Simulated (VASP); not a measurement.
# InP (Pm-3m) in VASP: a series of runs, part 2 of 2

VASP 6.6.1. The steps go on from the part before.

### 4 Single point, HSE06+D3(BJ)

Contents of POSCAR:

```
InP
1.0
    3.4133991310      0.0000000000      0.0000000000
    0.0000000000      3.4133991310      0.0000000000
    0.0000000000      0.0000000000      3.4133991310
In P
1 1
Direct
    0.0000000000      0.0000000000      0.0000000000
    0.5000000000      0.5000000000      0.5000000000
```

Contents of INCAR.step1:

```
PREC = Accurate
ENCUT = 400
EDIFF = 1E-5
ISMEAR = -1
SIGMA = 0.02
LREAL = False
LASPH = True
NELM = 120
ALGO = Normal
ISIF = 2
LWAVE = True
LCHARG = False
NBANDS = 16
GGA = PE
GGA_COMPAT = False
```

Contents of INCAR.step2:

```
PREC = Accurate
ENCUT = 400
EDIFF = 1E-6
ISMEAR = -1
SIGMA = 0.02
LREAL = False
LASPH = True
NELM = 120
ALGO = Normal
ISIF = 2
LWAVE = False
LCHARG = False
GGA = PE
LHFCALC = True
HFSCREEN = 0.2079
PRECFOCK = Normal
IVDW = 12
VDW_S6 = 1.0
VDW_S8 = 2.31
VDW_A1 = 0.383
VDW_A2 = 5.685
NBANDS = 16
ISTART = 1
GGA_COMPAT = False
```

Contents of KPOINTS:

```
Automatic mesh
0
Gamma
  4 4 4
```

Potentials or basis: VASP PAW PBE potentials, release 64 (In_d, P).

Launch:

```
cat potpaw_PBE.64/In_d/POTCAR potpaw_PBE.64/P/POTCAR > POTCAR
cp INCAR.step1 INCAR
mpirun -np 1 vasp_std > vasp.out
cp INCAR.step2 INCAR
mpirun -np 1 vasp_std > vasp.out
```

OUTCAR:

```text
PREC = Accurate
   ENCUT = 400
   EDIFF = 1E-6
   ISMEAR = -1
   LREAL = False
   LASPH = True
   NELM = 120
   ISIF = 2
   GGA = PE
   LHFCALC = True
   HFSCREEN = 0.2079
   PRECFOCK = Normal
   IVDW = 12
   ISTART = 1
 IVDW          = 12

 ion  position               nearest neighbor table
   1  0.000  0.000  0.000-   2 2.96   2 2.96   2 2.96   2 2.96   2 2.96   2 2.96   2 2.96   2 2.96

[... 374 lines left out ...]

------------------------ aborting loop because EDIFF is reached ----------------------------------------

 Edisp (eV)   -1.01739

 E8    (eV) :    -0.6748

  FORCE on cell =-STRESS in cart. coord.  units (eV):
  Direction    XX          YY          ZZ          XY          YZ          ZX
  --------------------------------------------------------------------------------------
  -------------------------------------------------------------------------------------
  Total      -1.21980    -1.21980    -1.21980     0.00000    -0.00000     0.00000
  in kB     -49.14034   -49.14034   -49.14034     0.00000    -0.00000     0.00000
  external pressure =      -49.14 kB  Pullay stress =        0.00 kB

 VOLUME and BASIS-vectors are now :
 -----------------------------------------------------------------------------
  energy-cutoff  :      400.00
  volume of cell :       39.77
      direct lattice vectors                 reciprocal lattice vectors
     3.413399131  0.000000000  0.000000000     0.292963103  0.000000000  0.000000000
     0.000000000  3.413399131  0.000000000     0.000000000  0.292963103  0.000000000
     0.000000000  0.000000000  3.413399131     0.000000000  0.000000000  0.292963103

 POSITION                                       TOTAL-FORCE (eV/Angst)
 -----------------------------------------------------------------------------------
      0.00000      0.00000      0.00000         0.000000      0.000000      0.000000
      1.70670      1.70670      1.70670         0.000000      0.000000      0.000000
 -----------------------------------------------------------------------------------
    total drift:                               -0.000001      0.000002      0.000002

  FREE ENERGIE OF THE ION-ELECTRON SYSTEM (eV)
  ---------------------------------------------------
  free  energy   TOTEN  =        -9.3632194746 eV

  energy  without entropy=       -9.3581233125  energy(sigma->0) =       -9.36067139
```

OUTCAR.step1:

```text
PREC = Accurate
   ENCUT = 400
   EDIFF = 1E-5
   ISMEAR = -1
   LREAL = False
[... 396 lines left out ...]
      0.00000      0.00000      0.00000         0.000000      0.000000      0.000000
      1.70670      1.70670      1.70670         0.000000      0.000000      0.000000
 -----------------------------------------------------------------------------------
    total drift:                               -0.000000      0.000000      0.000000

  FREE ENERGIE OF THE ION-ELECTRON SYSTEM (eV)
  ---------------------------------------------------
  free  energy   TOTEN  =        -7.1203163046 eV

  energy  without entropy=       -7.1152064205  energy(sigma->0) =       -7.11776136
```

OSZICAR.step1:

```text
N       E                     dE             d eps       ncg     rms          rms(c)
DAV:   1     0.974616334082E+02    0.97462E+02   -0.72414E+03   328   0.111E+03
DAV:   2    -0.182131089686E+01   -0.99283E+02   -0.94870E+02   368   0.271E+02
DAV:   3    -0.710680171474E+01   -0.52855E+01   -0.51640E+01   400   0.629E+01
DAV:   4    -0.722497330647E+01   -0.11817E+00   -0.11813E+00   432   0.943E+00
DAV:   5    -0.723040955298E+01   -0.54362E-02   -0.54362E-02   464   0.179E+00    0.405E+00
DAV:   6    -0.713145401596E+01    0.98956E-01   -0.15016E-01   440   0.775E+00    0.232E+00
DAV:   7    -0.712227215639E+01    0.91819E-02   -0.20561E-02   464   0.149E+00    0.835E-01
DAV:   8    -0.712033320874E+01    0.19389E-02   -0.19463E-03   432   0.437E-01    0.770E-02
DAV:   9    -0.712031231421E+01    0.20895E-04   -0.10122E-04   432   0.106E-01    0.502E-02
DAV:  10    -0.712031630463E+01   -0.39904E-05   -0.70738E-06   216   0.336E-02
   1 F= -.71203163E+01 E0= -.71177614E+01  d E =-.510988E-02
```

It took 4.6 min on 1 thread of AMD EPYC 9R45 (Zen 5), shared host; peak memory 0.21 GiB.

What came out:

```
Free energy                : -9.3632 eV
Pressure                   : -4.9 GPa
Band gap on the k mesh     : zero (band 9 reaches 8.91 eV, above the bottom of band 10 at 6.93 eV)
Dispersion energy per atom : -0.509 eV
```

Levels at points of the mesh, in eV from the Fermi level:
```
           k point  band 6  band 7  band 8  band 9  band 10  band 11  band 12  band 13
(0.00, 0.00, 0.00)  -14.41   -1.31   -1.19   -1.19    -1.19     5.12     5.12    11.33
(0.50, 0.00, 0.00)  -12.35   -8.66    0.80    0.80     3.18     4.40     5.65     5.65
(0.50, 0.50, 0.00)  -10.31   -5.76   -5.76   -4.05     1.32     7.63     7.63     8.35
(0.50, 0.50, 0.50)   -9.62   -2.91   -2.91   -2.91    -0.28    -0.21    -0.21    -0.21
```

Caveat: the k points lie up to 0.46 Å⁻¹ apart; the PAW data sets were made with another functional, which shifts forces and pressure a little; spin-orbit coupling is left out, which moves the levels of the heavy elements; pairwise dispersion overbinds metals, which lowers pressure and volume.

### 5 Single point, r2SCAN50

POSCAR is that of step 4.

Contents of INCAR.step1:

```
SYSTEM = InP
  PREC = Accurate
  ENCUT = 440
  EDIFF = 1E-5
  ISMEAR = -1
  SIGMA = 0.02
  LREAL = .False.
  LASPH = .True.
  NELM = 120
  ALGO = Normal
  ISIF = 2
  LWAVE = .True.
  GGA = PE
  NBANDS = 16
  GGA_COMPAT = .False.
```

Contents of INCAR.step2:

```
SYSTEM = InP
  PREC = Accurate
  ENCUT = 440
  EDIFF = 1E-6
  ISMEAR = -1
  SIGMA = 0.02
  LREAL = .False.
  LASPH = .True.
  NELM = 120
  ALGO = Normal
  ISIF = 2
  LWAVE = .False.
  LCHARG = .True.
  METAGGA = R2SCAN
  LHFCALC = .True.
  AEXX = 0.5
  LMIXTAU = .True.
  PRECFOCK = Normal
  LELF = .True.
  LVHAR = .True.
  ISTART = 1
  NBANDS = 16
  GGA_COMPAT = .False.
```

Contents of KPOINTS:

```
Automatic mesh
0
Gamma
  4 4 4
  0 0 0
```

Potentials or basis: VASP PAW PBE potentials, release 64 (In_d, P).

Launch:

```
cat potpaw_PBE.64/In_d/POTCAR potpaw_PBE.64/P/POTCAR > POTCAR
cp INCAR.step1 INCAR
mpirun -np 1 vasp_std > vasp.out
cp INCAR.step2 INCAR
mpirun -np 1 vasp_std > vasp.out
```

OUTCAR:

```text
SYSTEM = InP
   PREC = Accurate
   ENCUT = 440
   EDIFF = 1E-6
   ISMEAR = -1
   LREAL = .False.
   LASPH = .True.
   NELM = 120
   ISIF = 2
   METAGGA = R2SCAN
   LHFCALC = .True.
   AEXX = 0.5
   PRECFOCK = Normal
   ISTART = 1

 ion  position               nearest neighbor table
   1  0.000  0.000  0.000-   2 2.96   2 2.96   2 2.96   2 2.96   2 2.96   2 2.96   2 2.96   2 2.96

   2  0.500  0.500  0.500-   1 2.96   1 2.96   1 2.96   1 2.96   1 2.96   1 2.96   1 2.96   1 2.96

  LATTYP: Found a simple cubic cell.
 ALAT       =     3.4133991310

  Lattice vectors:

 A1 = (   3.4133991310,   0.0000000000,   0.0000000000)
 A2 = (   0.0000000000,   3.4133991310,   0.0000000000)
 A3 = (   0.0000000000,   0.0000000000,   3.4133991310)

Analysis of symmetry for initial positions (statically):
=====================================================================
 Subroutine PRICEL returns:
 Original cell was already a primitive cell.

 Routine SETGRP: Setting up the symmetry group for a
 simple cubic supercell.

 Subroutine GETGRP returns: Found 48 space group operations
 (whereof 48 operations were pure point group operations)
 out of a pool of 48 trial point group operations.

The static configuration has the point symmetry O_h .

Analysis of symmetry for dynamics (positions and initial velocities):
=====================================================================
 Subroutine PRICEL returns:
 Original cell was already a primitive cell.

 Routine SETGRP: Setting up the symmetry group for a
 simple cubic supercell.

 Subroutine GETGRP returns: Found 48 space group operations
 (whereof 48 operations were pure point group operations)
 out of a pool of 48 trial point group operations.

The dynamic configuration has the point symmetry O_h .

[... 106 lines left out ...]
  Thomas-Fermi vector in A             =   2.390616
   LORBIT       =      0    0 simple, 1 ext, 2 COOP (PROOUT), +10 PAW based schemes
   METAGGA = R2SCAN    functional components
   LHFCALC =     T    Hartree Fock is set to
   PRECFOCK=normal    Normal, Fast or Accurate (Low or Medium for compatibility)
   ENCUT4O =  -1.0   cutoff for four orbital integrals eV
   NKREDX  =     1    reduce k-point grid by
   NKREDY  =     1    reduce k-point grid by
   NKREDZ  =     1    reduce k-point grid by
   AEXX    =    0.5000 exact exchange contribution
   HFSCREEN=    0.0000 screening length (either q_TF or 0.3 A-1)
   HFSCREENC=   0.0000 screening length for correlation (either q_TF or 0.3 A-1)
   ENCUTFOCK=  -1.0 apply spherical cutoff to Coloumb kernel
   IVDW    =     0    specifies the selected vdW correction
   LEPSILON=     F    determine dielectric tensor
   LRPA    =     F    only Hartree local field effects (RPA)
 non-spin polarized calculation
  energy-cutoff  :      440.00
  volume of cell :       39.77
 maximum number of plane-waves:       856
 NGX is ok and might be reduce to    24
  NGX = 18; NGY = 18; NGZ = 18

 number of electron      18.0000022 magnetization

 Free energy of the ion-electron system (eV)
  ---------------------------------------------------
  ext. energy  EPLUGINS =         0.00000000
  ---------------------------------------------------
  free energy    TOTEN  =       -23.33668339 eV

  energy without entropy =      -23.33158944  energy(sigma->0) =      -23.33413642

 E-fermi :   7.9960     XC(G=0):  -6.4456

 val. band max:        7.9892585105   @ k =   0.5000   0.2500   0.2500
 cond. band min:       8.9314160827   @ k =   0.2500   0.2500   0.0000
 fundamental gap:      0.9421575722
 Fermi energy:         7.9959879552

 k-point     1 :       0.0000    0.0000    0.0000
  band No.  band energies     occupation
      1     -11.4624      2.00000
      2     -11.4624      2.00000
      3     -11.1740      2.00000
      4     -11.1740      2.00000
      5     -11.1740      2.00000
      6      -9.0960      2.00000
[... 167 lines left out ...]
      3     -11.4546      2.00000
      4     -11.0315      2.00000
      5     -11.0315      2.00000
      6      -3.6541      2.00000
[... 8 lines left out ...]
     15      28.7893      0.00000
     16      29.2202      0.00000

------------------------ aborting loop because EDIFF is reached ----------------------------------------

  FORCE on cell =-STRESS in cart. coord.  units (eV):
  Direction    XX          YY          ZZ          XY          YZ          ZX
  --------------------------------------------------------------------------------------
  -------------------------------------------------------------------------------------
  Total       -0.8294098     -0.8294098     -0.8294098     -0.0000000      0.0000000      0.0000000
  in kB      -33.4132346    -33.4132346    -33.4132346     -0.0000000      0.0000000      0.0000000
  external PRESSURE =     -33.4132346 kB  Pullay stress =       0.0000000 kB

 VOLUME and BASIS-vectors are now :
 -----------------------------------------------------------------------------
  energy-cutoff  :      440.00
  volume of cell :       39.77
      direct lattice vectors                 reciprocal lattice vectors
     3.413399131  0.000000000  0.000000000     0.292963103  0.000000000  0.000000000
     0.000000000  3.413399131  0.000000000     0.000000000  0.292963103  0.000000000
     0.000000000  0.000000000  3.413399131     0.000000000  0.000000000  0.292963103

 POSITION                                       TOTAL-FORCE (eV/Angst)
 -----------------------------------------------------------------------------------
      0.00000      0.00000      0.00000         0.000000      0.000000      0.000000
      1.70670      1.70670      1.70670         0.000000      0.000000      0.000000
 -----------------------------------------------------------------------------------
    total drift:                                0.000000      0.000001      0.000001

  FREE ENERGIE OF THE ION-ELECTRON SYSTEM (eV)
  ---------------------------------------------------
  free  energy   TOTEN  =       -23.3366833923 eV

  energy  without entropy=      -23.3315894428  energy(sigma->0) =      -23.33413642
```

It took 3.7 min on 1 thread of AMD EPYC 9R45 (Zen 5), shared host; peak memory 0.12 GiB.

Results:

```
Free energy            : -23.3367 eV
Pressure               : -3.3 GPa
Band gap on the k mesh : zero (band 9 reaches 9.61 eV, above the bottom of band 10 at 5.95 eV)
```

Levels at points of the mesh, in eV from the Fermi level:
```tsv
k point	band 5	band 6	band 7	band 8	band 9	band 10	band 11	band 12	band 13	band 14
(0.00, 0.00, 0.00)	-19.17	-17.09	-2.16	-2.16	-2.16	-1.70	6.43	6.43	13.41	13.41
(0.50, 0.00, 0.00)	-19.15	-14.79	-10.65	1.61	1.61	4.47	5.93	7.01	7.01	7.78
(0.50, 0.50, 0.00)	-19.03	-12.50	-7.41	-7.41	-5.24	2.35	9.44	9.44	9.88	11.56
(0.50, 0.50, 0.50)	-19.03	-11.65	-4.19	-4.19	-4.19	-0.76	-0.76	-0.76	-0.74	20.79
```

Caveat: the k points lie up to 0.46 Å⁻¹ apart; the PAW data sets were made with another functional, which shifts forces and pressure a little; spin-orbit coupling is left out, which moves the levels of the heavy elements.

### 6 Summary

| level | cutoff (eV) | screening parameter | share of exact exchange | gap on the mesh (eV) | pressure (GPa) |
| --- | --- | --- | --- | --- | --- |
| HSE06 | 400 | 0.2079 1/Å | - | none | -0.6 |
| PBE-based screened hybrid | 400 | 0.2078 1/Å | 0.5 | none | -2.8 |
| HSE06+D3(BJ) | 400 | 0.2079 1/Å | - | none | -4.9 |
| r2SCAN50 | 440 | - | - | none | -3.3 |

Alike in all rows: task single point; potentials or basis VASP PAW PBE potentials, release 64 (In_d, P); no spin polarisation; cell as given; k mesh 4 × 4 × 4; smearing fermi-dirac 0.02 eV.

Caveats: all runs use coarse meshes; the PAW data sets were made with another functional, which shifts forces and pressure a little; spin-orbit coupling is left out, which moves the levels of the heavy elements; pairwise dispersion overbinds metals, which lowers pressure and volume (some runs).

Total energies depend on the potentials used, so only differences within one code and one set of settings carry meaning.
